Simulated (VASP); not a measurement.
# Hg12Te11P (a cell with a defect) in VASP: electric field gradients with PBE

Aim: the electric field gradients of Hg12Te11P (a cell with a defect) with PBE.

Everything below comes from runs of VASP 6.6.1. Logs are shortened: lines on timing, memory, paths and dates and some standing lists are left out, and cuts for length are marked.

### 1 The cell of the first run

The cell holds a defect, 24 atoms: a = 9.311 Å, b = 9.311 Å, c = 10.423 Å, α = 90.00°, β = 90.00°, γ = 120.00°.

### 2 Electric field gradients, PBE

INCAR

```
SYSTEM = Hg12Te11P
PREC     = Accurate       ! precision mode
ENCUT    = 520            ! plane-wave cutoff, eV
EDIFF    = 1E-8           ! SCF threshold, eV
ISMEAR   = -1             ! smearing method
SIGMA    = 0.01           ! smearing width, eV
LREAL    = Auto         
LASPH    = .True.         ! aspherical terms in the spheres
NELM     = 100            ! most SCF steps
ALGO     = Normal         ! electronic algorithm
ISIF     = 2              ! what is computed and relaxed
LWAVE    = .False.        ! write WAVECAR
LCHARG   = .False.        ! write CHGCAR
GGA      = PE             ! functional
LEFG     = .True.       
NELECT   = 216.0        
NBANDS   = 126            ! bands
```

KPOINTS

```
Automatic mesh
0
Gamma
  3 3 2
  0 0 0
```

POSCAR

```
Hg12Te11P
1.0
    9.3108750032      0.0000000000      0.0000000000
   -4.6554375016      8.0634542842      0.0000000000
    0.0000000000      0.0000000000     10.4231886400
Hg P Te
12 1 11
Direct
    0.1580707650      0.1580707650      0.0000000000
    0.1580707650      0.6580707650      0.0000000000
    0.6580707650      0.1580707650      0.0000000000
    0.6580707650      0.6580707650      0.0000000000
    0.0000000000      0.3419292350      0.6666666667
    0.0000000000      0.8419292350      0.6666666667
    0.5000000000      0.3419292350      0.6666666667
    0.5000000000      0.8419292350      0.6666666667
    0.3419292350      0.0000000000      0.3333333333
    0.3419292350      0.5000000000      0.3333333333
    0.8419292350      0.0000000000      0.3333333333
    0.8419292350      0.5000000000      0.3333333333
    0.2427854750      0.2427854750      0.5000000000
    0.2427854750      0.7427854750      0.5000000000
    0.7427854750      0.2427854750      0.5000000000
    0.7427854750      0.7427854750      0.5000000000
    0.0000000000      0.2572145250      0.1666666667
    0.0000000000      0.7572145250      0.1666666667
    0.5000000000      0.2572145250      0.1666666667
    0.5000000000      0.7572145250      0.1666666667
    0.2572145250      0.0000000000      0.8333333333
    0.2572145250      0.5000000000      0.8333333333
    0.7572145250      0.0000000000      0.8333333333
    0.7572145250      0.5000000000      0.8333333333
```

Potentials or basis: VASP PAW PBE potentials, release 64 (Hg, P, Te).

Run with:

```console
> cat potpaw_PBE.64/Hg/POTCAR potpaw_PBE.64/P/POTCAR potpaw_PBE.64/Te/POTCAR > POTCAR
> mpirun -np 1 vasp_std > vasp.out
```

OUTCAR:

```text
SYSTEM = Hg12Te11P
   PREC = Accurate
   ENCUT = 520
   EDIFF = 1E-8
   ISMEAR = -1
   LREAL = Auto
   LASPH = .True.
   NELM = 100
   ISIF = 2
   GGA = PE
   NELECT = 216.0

 ion  position               nearest neighbor table
   1  0.158  0.158  0.000-  21 2.72  17 2.72  22 3.33  19 3.33  18 3.69  23 3.69
   2  0.158  0.658  0.000-  22 2.72  18 2.72  21 3.33  20 3.33  17 3.69  24 3.69
   3  0.658  0.158  0.000-  23 2.72  19 2.72  24 3.33  17 3.33  20 3.69  21 3.69
   4  0.658  0.658  0.000-  24 2.72  20 2.72  23 3.33  18 3.33  19 3.69  22 3.69
   5  0.000  0.342  0.667-  22 2.72  15 2.72  23 3.33  13 3.33  24 3.69  14 3.69
   6  0.000  0.842  0.667-  21 2.72  16 2.72  24 3.33  14 3.33  23 3.69
   7  0.500  0.342  0.667-  24 2.72  13 2.72  21 3.33  15 3.33  22 3.69  16 3.69
   8  0.500  0.842  0.667-  23 2.72  14 2.72  22 3.33  16 3.33  21 3.69  15 3.69
   9  0.342  0.000  0.333-  19 2.72  14 2.72  18 3.33  13 3.33  20 3.69  15 3.69
  10  0.342  0.500  0.333-  20 2.72  13 2.72  17 3.33  14 3.33  19 3.69  16 3.69
  11  0.842  0.000  0.333-  17 2.72  16 2.72  20 3.33  15 3.33  18 3.69
  12  0.842  0.500  0.333-  18 2.72  15 2.72  19 3.33  16 3.33  17 3.69  14 3.69
  13  0.243  0.243  0.500-  10 2.72   7 2.72   9 3.33   5 3.33
  14  0.243  0.743  0.500-   9 2.72   8 2.72  10 3.33   6 3.33   5 3.69  12 3.69
  15  0.743  0.243  0.500-  12 2.72   5 2.72  11 3.33   7 3.33   8 3.69   9 3.69
  16  0.743  0.743  0.500-  11 2.72   6 2.72  12 3.33   8 3.33   7 3.69  10 3.69
  17  0.000  0.257  0.167-  11 2.72   1 2.72  10 3.33   3 3.33  12 3.69   2 3.69
  18  0.000  0.757  0.167-  12 2.72   2 2.72   9 3.33   4 3.33  11 3.69   1 3.69
  19  0.500  0.257  0.167-   9 2.72   3 2.72  12 3.33   1 3.33  10 3.69   4 3.69
  20  0.500  0.757  0.167-  10 2.72   4 2.72  11 3.33   2 3.33   9 3.69   3 3.69
  21  0.257  0.000  0.833-   6 2.72   1 2.72   7 3.33   2 3.33   8 3.69   3 3.69
  22  0.257  0.500  0.833-   5 2.72   2 2.72   8 3.33   1 3.33   7 3.69   4 3.69
  23  0.757  0.000  0.833-   8 2.72   3 2.72   5 3.33   4 3.33   6 3.69   1 3.69
  24  0.757  0.500  0.833-   7 2.72   4 2.72   6 3.33   3 3.33   5 3.69   2 3.69

  LATTYP: Found a hexagonal cell.
 ALAT       =     9.3108750032
 C/A-ratio  =     1.1194639211

  Lattice vectors:

 A1 = (   9.3108750032,   0.0000000000,   0.0000000000)
 A2 = (  -4.6554375016,   8.0634542842,   0.0000000000)
 A3 = (   0.0000000000,   0.0000000000,  10.4231886400)

Analysis of symmetry for initial positions (statically):
=====================================================================
 Subroutine PRICEL returns:
 Original cell was already a primitive cell.

 Routine SETGRP: Setting up the symmetry group for a
 hexagonal supercell.

 Subroutine GETGRP returns: Found  2 space group operations
 (whereof  2 operations were pure point group operations)
 out of a pool of 24 trial point group operations.

The static configuration has the point symmetry C_2 .

Analysis of symmetry for dynamics (positions and initial velocities):
=====================================================================
 Subroutine PRICEL returns:
 Original cell was already a primitive cell.

 Routine SETGRP: Setting up the symmetry group for a
 hexagonal supercell.

 Subroutine GETGRP returns: Found  2 space group operations
 (whereof  2 operations were pure point group operations)
 out of a pool of 24 trial point group operations.

The dynamic configuration has the point symmetry C_2 .

 Subroutine INISYM returns: Found  2 space group operations
 (whereof  2 operations are pure point group operations),
 and found     1 'primitive' translations

----------------------------------------------------------------------------------------

                                     Primitive cell

  volume of cell :     782.5502

  direct lattice vectors                    reciprocal lattice vectors
     9.310875003  0.000000000  0.000000000     0.107401291  0.062008165  0.000000000
    -4.655437502  8.063454284  0.000000000     0.000000000  0.124016329  0.000000000
     0.000000000  0.000000000 10.423188640     0.000000000  0.000000000  0.095939931

  length of vectors
     9.310875003  9.310875003 10.423188640     0.124016329  0.124016329  0.095939931
[... 118 lines left out ...]
   PSTRESS=    0.0 pullay stress
   NELECT =     216.0000    total number of electrons
   NUPDOWN=      -1.0000    fix difference up-down
   EMIN   =  10.00;   EMAX   =-10.00  energy-range for DOS
   EFERMI =   0.00;   METHOD = LEGACY
   ISMEAR =    -1;   SIGMA  =   0.01  broadening in eV -4-tet -1-fermi 0-gaus
   EFERMI_NEDOS =   21; number of points for ismear=-14 and -15
   IALGO  =     38    algorithm
   IMIX   =      4    mixing-type and parameters
     AMIX     =   0.40;   BMIX     =  1.00
     AMIX_MAG =   1.60;   BMIX_MAG =  1.00
  volume/ion in A,a.u.               =      32.61       220.04
  Fermi-wavevector in a.u.,A,eV,Ry     =   1.065914  2.014285 15.458556  1.136172
  Thomas-Fermi vector in A             =   2.201481
   LORBIT       =      0    0 simple, 1 ext, 2 COOP (PROOUT), +10 PAW based schemes
   GGA     = PE    functional components
   LHFCALC =     F    Hartree Fock is set to
   AEXX    =    0.0000 exact exchange contribution
   IVDW    =     0    specifies the selected vdW correction
   LEPSILON=     F    determine dielectric tensor
   LRPA    =     F    only Hartree local field effects (RPA)
 non-spin polarized calculation
  energy-cutoff  :      520.00
  volume of cell :      782.55
 maximum number of plane-waves:     21082
 NGX is ok and might be reduce to    70
   NGX = 35   NGY = 35   NGZ = 39

 number of electron     216.0000029 magnetization

 Free energy of the ion-electron system (eV)
  ---------------------------------------------------
  ext. energy  EPLUGINS =         0.00000000
  ---------------------------------------------------
  free energy    TOTEN  =       -39.59999638 eV

  energy without entropy =      -39.59999638  energy(sigma->0) =      -39.59999638

 E-fermi :   3.5119     XC(G=0):  -9.0775

 val. band max:        3.3239325818   @ k =   0.0000   0.0000   0.5000
 cond. band min:       3.6950905375   @ k =   0.0000   0.0000   0.0000
 fundamental gap:      0.3711579557
 Fermi energy:         3.5119249386

 k-point     1 :       0.0000    0.0000    0.0000
  band No.  band energies     occupation
      1      -8.8160      2.00000
      2      -8.2492      2.00000
      3      -8.2389      2.00000
      4      -8.1121      2.00000
      5      -8.0392      2.00000
      6      -8.0293      2.00000
[... 973 lines left out ...]
    119       5.2966      0.00000
    120       5.3847      0.00000
 [bands above 120 left out]

------------------------ aborting loop because EDIFF is reached ----------------------------------------

  FORCE on cell =-STRESS in cart. coord.  units (eV):
  Direction    XX          YY          ZZ          XY          YZ          ZX
  --------------------------------------------------------------------------------------
  -------------------------------------------------------------------------------------
  Total       10.8242016     11.3474580     10.5209546      0.4531534      0.5650708     -0.9787315
  in kB       22.1612489     23.2325534     21.5403872      0.9277769      1.1569145     -2.0038349
  external PRESSURE =      22.3113965 kB  Pullay stress =       0.0000000 kB

 VOLUME and BASIS-vectors are now :
 -----------------------------------------------------------------------------
  energy-cutoff  :      520.00
  volume of cell :      782.55
      direct lattice vectors                 reciprocal lattice vectors
     9.310875003  0.000000000  0.000000000     0.107401291  0.062008165  0.000000000
    -4.655437502  8.063454284  0.000000000     0.000000000  0.124016329  0.000000000
     0.000000000  0.000000000 10.423188640     0.000000000  0.000000000  0.095939931

 POSITION                                       TOTAL-FORCE (eV/Angst)
 -----------------------------------------------------------------------------------
      0.73589      1.27460      0.00000         0.017797      0.030825      0.000000
     -1.59183      5.30632      0.00000         0.044569      0.039737     -0.022192
      5.39133      1.27460      0.00000         0.012129      0.058466      0.022192
      3.06361      5.30632      0.00000        -0.007934     -0.013741      0.000000
     -1.59183      2.75713      6.94879         0.441064     -0.154035     -0.289247
     -3.91955      6.78886      6.94879         0.043245      0.112065     -0.084827
[... 16 lines left out ...]
      7.05033      0.00000      8.68599         0.214372      0.010431     -0.061731
      4.72261      4.03173      8.68599         0.343500      0.069149      0.120445
 -----------------------------------------------------------------------------------
    total drift:                                0.006414      0.011109      0.000000

  FREE ENERGIE OF THE ION-ELECTRON SYSTEM (eV)
  ---------------------------------------------------
  free  energy   TOTEN  =       -39.5999963794 eV

  energy  without entropy=      -39.5999963789  energy(sigma->0) =      -39.59999638

 Electric field gradients (V/A^2)
---------------------------------------------------------------------
 ion       V_xx      V_yy      V_zz      V_xy      V_xz      V_yz
---------------------------------------------------------------------
   1     -85.203   160.756   -75.553   213.006   336.890  -194.504
   2     -82.964   159.932   -76.967   213.197   335.917  -191.716
   3     -85.427   162.394   -76.967   211.776   333.989  -195.055
   4     -85.126   163.742   -78.615   215.526   338.504  -195.436
   5     -92.280   169.943   -77.663  -200.601  -319.086  -201.892
   6     -83.406   163.992   -80.586  -213.229  -336.347  -192.232
[... 16 lines left out ...]
  23      72.451  -116.041    43.590     4.609    19.501   305.589
  24      60.641   -96.287    35.646   -39.677   -65.046   271.945
---------------------------------------------------------------------

 Electric field gradients after diagonalization (V/A^2)
 (convention: |V_zz| > |V_xx| > |V_yy|)
----------------------------------------------------------------------
 ion       V_xx      V_yy      V_zz     asymmetry (V_yy - V_xx)/ V_zz
----------------------------------------------------------------------
   1     283.735   252.752  -536.487       0.058
   2     284.011   250.096  -534.108       0.063
   3     284.011   250.096  -534.108       0.063
   4     288.176   252.229  -540.404       0.067
   5     287.379   233.922  -521.301       0.103
   6     286.831   249.035  -535.866       0.071
[... 16 lines left out ...]
  23     281.211    71.016  -352.227       0.597
  24     276.095    34.283  -310.378       0.779
----------------------------------------------------------------------

           NMR quadrupolar parameters

 Cq : quadrupolar parameter    Cq=e*Q*V_zz/h
 eta: asymmetry parameters     (V_yy - V_xx)/ V_zz
 Q  : nuclear electric quadrupole moment in mb (millibarn)
----------------------------------------------------------------------
 ion       Cq(MHz)       eta       Q (mb)
----------------------------------------------------------------------
   1      -1.297       0.058       1.000
   2      -1.291       0.063       1.000
   3      -1.291       0.063       1.000
   4      -1.307       0.067       1.000
   5      -1.261       0.103       1.000
   6      -1.296       0.071       1.000
[... 16 lines left out ...]
  23      -0.852       0.597       1.000
  24      -0.750       0.779       1.000
----------------------------------------------------------------------
```

Run time: 23 min. Hardware: 1 thread of Intel Xeon Platinum 8259CL at 2.50GHz (Skylake/Cascade Lake), shared host; peak memory 1.1 GiB.

Results:

```yaml
Free_energy: -39.6000 eV
Largest_force: 1.679 eV/Å
Largest_electric_field_gradient_by_atom: Hg -536.5, -534.1, -540.4, -521.3, -535.9, -491.5, -536.0 (each value once); P -82.1; Te -362.3, -347.1, -364.3, -352.2, -345.7, -310.4 (each value once) V/Å²
```

Forces on the atoms (eV/Å):
```
Hg   0.018  0.031  0.000
Hg   0.045  0.040 -0.022
Hg   0.012  0.058  0.022
Hg  -0.008 -0.014  0.000
Hg   0.441 -0.154 -0.289
Hg   0.043  0.112 -0.085
Hg  -1.216 -0.392 -1.089
Hg   0.007 -0.044 -0.020
Hg  -0.354  0.305  0.289
Hg   0.269 -1.249  1.089
Hg   0.075  0.093  0.085
Hg  -0.041 -0.016  0.020
P    0.553  0.958  0.000
Te  -0.100 -0.148  0.017
Te  -0.078 -0.160 -0.017
Te  -0.111 -0.192  0.000
Te  -0.128  0.116 -0.049
Te  -0.098  0.191  0.062
Te  -0.117  0.138  0.050
Te  -0.112  0.332 -0.120
Te   0.165 -0.053  0.049
Te   0.178 -0.032 -0.050
Te   0.214  0.010 -0.062
Te   0.344  0.069  0.120
```

Electric field gradients, principal values (V/Å²):
```
 atom    least   middle  greatest (by size)
 1 Hg  252.752  283.735            -536.487
 2 Hg  250.096  284.011            -534.108
 3 Hg  250.096  284.011            -534.108
 4 Hg  252.229  288.176            -540.404
 5 Hg  233.922  287.379            -521.301
 6 Hg  249.035  286.831            -535.866
 7 Hg  228.197  263.326            -491.523
 8 Hg  250.544  285.470            -536.015
 9 Hg  233.922  287.379            -521.301
10 Hg  228.197  263.326            -491.523
11 Hg  249.035  286.831            -535.866
12 Hg  250.544  285.470            -536.015
 13 P   22.622   59.510             -82.132
14 Te   75.562  286.714            -362.275
15 Te   75.562  286.714            -362.275
16 Te   70.963  276.184            -347.147
17 Te   76.486  287.770            -364.256
18 Te   71.016  281.211            -352.227
19 Te   54.808  290.851            -345.659
20 Te   34.283  276.095            -310.378
21 Te   76.486  287.770            -364.256
22 Te   54.808  290.851            -345.659
23 Te   71.016  281.211            -352.227
24 Te   34.283  276.095            -310.378
```

Caveat: the cell carries a net charge on a neutralising background, which shifts energy and pressure; the cell is charged against a uniform background, so pressure and absolute levels hang on convention; without QUAD_EFG the Cq values of the log hold for a quadrupole moment of 1 mb, not for the nuclei; spin-orbit coupling is left out, which moves the levels of the heavy elements.
